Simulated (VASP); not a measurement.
# Te2Mo (P6_3/mmc) in VASP: further runs

Runs on Te2Mo. Level: LDA. Tasks: single point.

Everything below comes from runs of VASP 6.6.1. Logs are shortened: lines on timing, memory, paths and dates and some standing lists are left out, and cuts for length are marked.

## 1. The cell of the first run

The structure is hexagonal, space group P6_3/mmc (No. 194). Conventional cell: a = 3.431 Å, b = 3.431 Å, c = 13.340 Å, α = 90.00°, β = 90.00°, γ = 120.00°. Within 3.7 Å of Te (site symmetry 3m) lie 3 Mo at 2.68 Å and 10 Te at 3.43 to 3.65 Å. Mo (site symmetry -6m2) has 6 Te at 2.68 Å and 6 Mo at 3.43 Å within 3.5 Å.

## 2. Single point, LDA

INCAR

```
PREC     = Accurate       # precision mode
ENCUT    = 500            # plane-wave cutoff, eV
EDIFF    = 1E-6           # SCF threshold, eV
ISMEAR   = 0              # smearing method
SIGMA    = 0.1            # smearing width, eV
LREAL    = False          # projectors in reciprocal space
LASPH    = True           # aspherical terms in the spheres
NELM     = 120            # most SCF steps
ALGO     = Normal         # electronic algorithm
ISIF     = 2              # what is computed and relaxed
LWAVE    = False          # write WAVECAR
LCHARG   = True           # write CHGCAR
GGA      = CA             # functional
LELF     = True           # ELF
LVHAR    = True         
NBANDS   = 35             # bands
GGA_COMPAT= False
```

KPOINTS

```
Automatic mesh
0
Gamma
  12 12 4
```

POSCAR

```
Te2Mo
1.0
    3.4308909597      0.0000000000      0.0000000000
   -1.7154454799      2.9712387287      0.0000000000
    0.0000000000      0.0000000000     13.3397977090
Te Mo
4 2
Direct
    0.3333333333      0.6666666667      0.6148602419
    0.6666666667      0.3333333333      0.1148602419
    0.3333333333      0.6666666667      0.8851397581
    0.6666666667      0.3333333333      0.3851397581
    0.3333333333      0.6666666667      0.2500000000
    0.6666666667      0.3333333333      0.7500000000
```

Potentials or basis: VASP PAW LDA potentials, release 64 (Te, Mo_sv).

Run with:

```
$ cat potpaw_LDA.64/Te/POTCAR potpaw_LDA.64/Mo_sv/POTCAR > POTCAR
$ mpirun -np 1 vasp_std > vasp.out
```

OUTCAR:

```text
PREC = Accurate
   ENCUT = 500
   EDIFF = 1E-6
   ISMEAR = 0
   LREAL = False
   LASPH = True
   NELM = 120
   ISIF = 2
   GGA = CA

 ion  position               nearest neighbor table
   1  0.333  0.667  0.615-   6 2.68   6 2.68   6 2.68   3 3.61   4 3.65   4 3.65   4 3.65
   2  0.667  0.333  0.115-   5 2.68   5 2.68   5 2.68   4 3.61   3 3.65   3 3.65   3 3.65
   3  0.333  0.667  0.885-   6 2.68   6 2.68   6 2.68   1 3.61   2 3.65   2 3.65   2 3.65
   4  0.667  0.333  0.385-   5 2.68   5 2.68   5 2.68   2 3.61   1 3.65   1 3.65   1 3.65
   5  0.333  0.667  0.250-   2 2.68   4 2.68   2 2.68   4 2.68   2 2.68   4 2.68
   6  0.667  0.333  0.750-   1 2.68   3 2.68   1 2.68   3 2.68   1 2.68   3 2.68

  LATTYP: Found a hexagonal cell.
 ALAT       =     3.4308909597
 C/A-ratio  =     3.8881438861

  Lattice vectors:

 A1 = (   3.4308909597,   0.0000000000,   0.0000000000)
 A2 = (  -1.7154454799,   2.9712387287,   0.0000000000)
 A3 = (   0.0000000000,   0.0000000000,  13.3397977090)

Analysis of symmetry for initial positions (statically):
=====================================================================
 Subroutine PRICEL returns:
 Original cell was already a primitive cell.

 Routine SETGRP: Setting up the symmetry group for a
 hexagonal supercell.

 Subroutine GETGRP returns: Found 24 space group operations
 (whereof 12 operations were pure point group operations)
 out of a pool of 24 trial point group operations.

The static configuration has the point symmetry D_3d.
 The point group associated with its full space group is D_6h.

Analysis of symmetry for dynamics (positions and initial velocities):
=====================================================================
 Subroutine PRICEL returns:
 Original cell was already a primitive cell.

 Routine SETGRP: Setting up the symmetry group for a
 hexagonal supercell.

 Subroutine GETGRP returns: Found 24 space group operations
 (whereof 12 operations were pure point group operations)
 out of a pool of 24 trial point group operations.

The dynamic configuration has the point symmetry D_3d.
 The point group associated with its full space group is D_6h.

 Subroutine INISYM returns: Found 24 space group operations
 (whereof 12 operations are pure point group operations),
 and found     1 'primitive' translations

----------------------------------------------------------------------------------------

[... 102 lines left out ...]
   EDIFFG = 0.1E-04   stopping-criterion for IOM
   NSW    =      0    number of steps for IOM
   IBRION =     -1    ionic relax: 0-MD 1-quasi-New 2-CG
   NFREE  =      0    steps in history (QN), initial steepest desc. (CG)
   ISIF   =      2    stress and relaxation
   ISYM   =      2    0-nonsym 1-usesym 2-fastsym
   POTIM  = 0.5000    time-step for ionic-motion
   TEBEG  =    0.0;   TEEND  =   0.0 temperature during run
   PSTRESS=    0.0 pullay stress
   NELECT =      52.0000    total number of electrons
   NUPDOWN=      -1.0000    fix difference up-down
   EMIN   =  10.00;   EMAX   =-10.00  energy-range for DOS
   EFERMI =   0.00;   METHOD = LEGACY
   ISMEAR =     0;   SIGMA  =   0.10  broadening in eV -4-tet -1-fermi 0-gaus
   EFERMI_NEDOS =   21; number of points for ismear=-14 and -15
   IALGO  =     38    algorithm
   IMIX   =      4    mixing-type and parameters
     AMIX     =   0.40;   BMIX     =  1.00
     AMIX_MAG =   1.60;   BMIX_MAG =  1.00
  volume/ion in A,a.u.               =      22.66       152.95
  Fermi-wavevector in a.u.,A,eV,Ry     =   1.188260  2.245485 19.210898  1.411961
  Thomas-Fermi vector in A             =   2.324393
   LORBIT       =      0    0 simple, 1 ext, 2 COOP (PROOUT), +10 PAW based schemes
   GGA     = CA    functional components
   LHFCALC =     F    Hartree Fock is set to
   AEXX    =    0.0000 exact exchange contribution
   IVDW    =     0    specifies the selected vdW correction
   LEPSILON=     F    determine dielectric tensor
   LRPA    =     F    only Hartree local field effects (RPA)
 non-spin polarized calculation
 Gauss-broadening in eV      SIGMA  =   0.10
  energy-cutoff  :      500.00
  volume of cell :      135.99
 maximum number of plane-waves:      3481
 NGX is ok and might be reduce to    28
   NGX = 13   NGY = 13   NGZ = 49

 number of electron      51.9999998 magnetization

 Free energy of the ion-electron system (eV)
  ---------------------------------------------------
  ext. energy  EPLUGINS =         0.00000000
  ---------------------------------------------------
  free energy    TOTEN  =       -41.19395360 eV

  energy without entropy =      -41.19392378  energy(sigma->0) =      -41.19393869

 E-fermi :   9.7773     XC(G=0): -11.1649

 val. band max:        9.5808045036   @ k =   0.0833   0.0000   0.0000
 cond. band min:       9.9863024985   @ k =   0.2500   0.1667   0.0000
 fundamental gap:      0.4054979950
 Fermi energy:         9.7772549421

 k-point     1 :       0.0000    0.0000    0.0000
  band No.  band energies     occupation
      1     -51.0480      2.00000
      2     -51.0479      2.00000
      3     -25.4621      2.00000
      4     -25.4621      2.00000
      5     -25.2620      2.00000
      6     -25.2620      2.00000
[... 901 lines left out ...]
     34      13.3513      0.00000
     35      14.4052      0.00000

 [... further k-points ...]

------------------------ aborting loop because EDIFF is reached ----------------------------------------

  FORCE on cell =-STRESS in cart. coord.  units (eV):
  Direction    XX          YY          ZZ          XY          YZ          ZX
  --------------------------------------------------------------------------------------
  -------------------------------------------------------------------------------------
  Total        2.7373555      2.7373555      2.8720984     -0.0000000      0.0000000      0.0000000
  in kB       32.2513630     32.2513630     33.8388961     -0.0000000      0.0000000      0.0000000
  external PRESSURE =      32.7805407 kB  Pullay stress =       0.0000000 kB

 VOLUME and BASIS-vectors are now :
 -----------------------------------------------------------------------------
  energy-cutoff  :      500.00
  volume of cell :      135.99
      direct lattice vectors                 reciprocal lattice vectors
     3.430890960  0.000000000  0.000000000     0.291469479  0.168279982  0.000000000
    -1.715445480  2.971238729  0.000000000     0.000000000  0.336559964  0.000000000
     0.000000000  0.000000000 13.339797709     0.000000000  0.000000000  0.074963656

 POSITION                                       TOTAL-FORCE (eV/Angst)
 -----------------------------------------------------------------------------------
     -0.00000      1.98083      8.20211        -0.000000     -0.000000     -0.058118
      1.71545      0.99041      1.53221        -0.000000      0.000000     -0.058118
     -0.00000      1.98083     11.80759        -0.000000     -0.000000      0.058118
      1.71545      0.99041      5.13769        -0.000000      0.000000      0.058118
     -0.00000      1.98083      3.33495         0.000000      0.000000      0.000000
      1.71545      0.99041     10.00485        -0.000000     -0.000000      0.000000
 -----------------------------------------------------------------------------------
    total drift:                                0.000000     -0.000000      0.000000

  FREE ENERGIE OF THE ION-ELECTRON SYSTEM (eV)
  ---------------------------------------------------
  free  energy   TOTEN  =       -41.1939535975 eV

  energy  without entropy=      -41.1939237829  energy(sigma->0) =      -41.19393869
```

Run time: 6.1 min. Hardware: 1 thread of Oxide Virtual Turin-like, shared host; peak memory 0.31 GiB.

Results:

```
Free energy            : -41.1940 eV
Pressure               : 3.3 GPa
Largest force          : 0.058 eV/Å
Band gap on the k mesh : 0.41 eV (least direct gap 0.88 eV)
```

Forces in eV/Å, atoms in the order of the input:
```
Te   0.000  0.000 -0.058
Te   0.000  0.000 -0.058
Te   0.000  0.000  0.058
Te   0.000  0.000  0.058
Mo   0.000  0.000  0.000
Mo   0.000  0.000  0.000
```

Caveat: the cell stands under pressure; semilocal functionals underestimate gaps, and a narrow one can read as zero; spin-orbit coupling is left out, which moves the levels of the heavy elements. A k mesh can miss the band edges.

## 3. Single point, LDA

INCAR

```
SYSTEM = Te2Mo
PREC = Accurate
ENCUT = 500
EDIFF = 1E-6
ISMEAR = 0
SIGMA = 0.1
LREAL = .False.
LASPH = .True.
NELM = 120
ALGO = Normal
ISIF = 2
LWAVE = .False.
LCHARG = .False.
GGA = CA
NBANDS = 35
GGA_COMPAT = .False.
```

KPOINTS

```
Automatic mesh
0
Gamma
  12 12 4
  0 0 0
```

POSCAR is that of step 2.

Potentials or basis: VASP PAW LDA potentials, release 64 (Te, Mo_sv).

Run with:

```
$ cat potpaw_LDA.64/Te/POTCAR potpaw_LDA.64/Mo_sv/POTCAR > POTCAR
$ mpirun -np 1 vasp_std > vasp.out
```

It took 6.1 min on 1 thread of Oxide Virtual Turin-like, shared host; peak memory 0.31 GiB.

Results (log left out):

| Property | Result |
| --- | --- |
| Free energy | -41.1940 eV |
| Pressure | 3.3 GPa |
| Largest force | 0.058 eV/Å |
| Band gap on the k mesh | 0.41 eV (least direct gap 0.88 eV) |

Forces on the atoms (eV/Å):
```
Te   0.000  0.000 -0.058
Te   0.000  0.000 -0.058
Te   0.000  0.000  0.058
Te   0.000  0.000  0.058
Mo   0.000  0.000  0.000
Mo   0.000  0.000  0.000
```

Stress tensor (GPa, compression positive):
```
3.23 0.00 0.00
0.00 3.23 0.00
0.00 0.00 3.38
```

Levels at points of the mesh, in eV from the valence-band top:
```csv
k point,band 23,band 24,band 25,band 26,band 27,band 28,band 29,band 30
"(0.00, 0.00, 0.00)",-1.20,-1.20,-0.14,-0.10,2.86,2.86,3.06,3.06
"(0.50, 0.00, 0.00)",-1.37,-1.31,-0.84,-0.31,1.18,1.27,1.27,1.79
"(0.00, 0.00, 0.50)",-1.23,-1.23,-0.11,-0.11,2.90,2.90,2.90,2.90
"(0.50, 0.00, 0.50)",-1.30,-1.30,-0.58,-0.58,1.21,1.21,1.55,1.55
```

Caveat: the cell stands under pressure; semilocal functionals underestimate gaps, and a narrow one can read as zero; spin-orbit coupling is left out, which moves the levels of the heavy elements.

## 4. Single point, LDA

This run uses another cell than the first one, of 23.97 Å³/atom.

INCAR

```
PREC = Accurate
ENCUT = 500
EDIFF = 1E-6
ISMEAR = 0
SIGMA = 0.1
LREAL = False
LASPH = True
NELM = 120
ALGO = Normal
ISIF = 2
LWAVE = False
LCHARG = False
GGA = CA
NBANDS = 35
GGA_COMPAT = False
```

KPOINTS

```
Automatic mesh
0
Gamma
  12 12 4
```

POSCAR

```
Te2Mo
1.0
    3.4729500526      0.0000000000      0.0000000000
   -1.7364750263      3.0076629716      0.0000000000
    0.0000000000      0.0000000000     13.7694076594
Te Mo
4 2
Direct
    0.3333333333      0.6666666667      0.6195570864
    0.6666666667      0.3333333333      0.1195570864
    0.3333333333      0.6666666667      0.8804429136
    0.6666666667      0.3333333333      0.3804429136
    0.3333333333      0.6666666667      0.2500000000
    0.6666666667      0.3333333333      0.7500000000
```

Run with:

```
$ cat potpaw_LDA.64/Te/POTCAR potpaw_LDA.64/Mo_sv/POTCAR > POTCAR
$ mpirun -np 1 vasp_std > vasp.out
```

Run time: 6.6 min. Hardware: 1 thread of Oxide Virtual Turin-like, shared host; peak memory 0.33 GiB.

It converged, with:

```
Free energy            : -41.2642 eV
Pressure               : 0.3 GPa
Largest force          : 0.058 eV/Å
Band gap on the k mesh : 0.68 eV (least direct gap 1.10 eV)
```

Forces on the atoms (eV/Å):
```
Te   0.000  0.000 -0.058
Te   0.000  0.000 -0.058
Te   0.000  0.000  0.058
Te   0.000  0.000  0.058
Mo   0.000  0.000  0.000
Mo   0.000  0.000  0.000
```

Stress tensor (GPa, compression positive):
```
0.21 0.00 0.00
0.00 0.21 0.00
0.00 0.00 0.39
```

Levels at points of the mesh, in eV from the valence-band top:
```
           k point  band 22  band 23  band 24  band 25  band 26  band 27  band 28  band 29  band 30  band 31
(0.00, 0.00, 0.00)    -1.08    -1.04    -1.04    -0.26     0.00     3.00     3.00     3.16     3.16     3.24
(0.50, 0.00, 0.00)    -1.87    -1.08    -1.03    -0.59    -0.25     1.31     1.37     1.46     1.86     2.62
(0.00, 0.00, 0.50)    -1.06    -1.06    -1.06    -0.07    -0.07     3.04     3.04     3.04     3.04     3.42
(0.50, 0.00, 0.50)    -2.01    -1.03    -1.03    -0.42    -0.42     1.33     1.33     1.68     1.68     3.09
```

Caveat: semilocal functionals underestimate gaps, and a narrow one can read as zero; spin-orbit coupling is left out, which moves the levels of the heavy elements. A k mesh can miss the band edges.
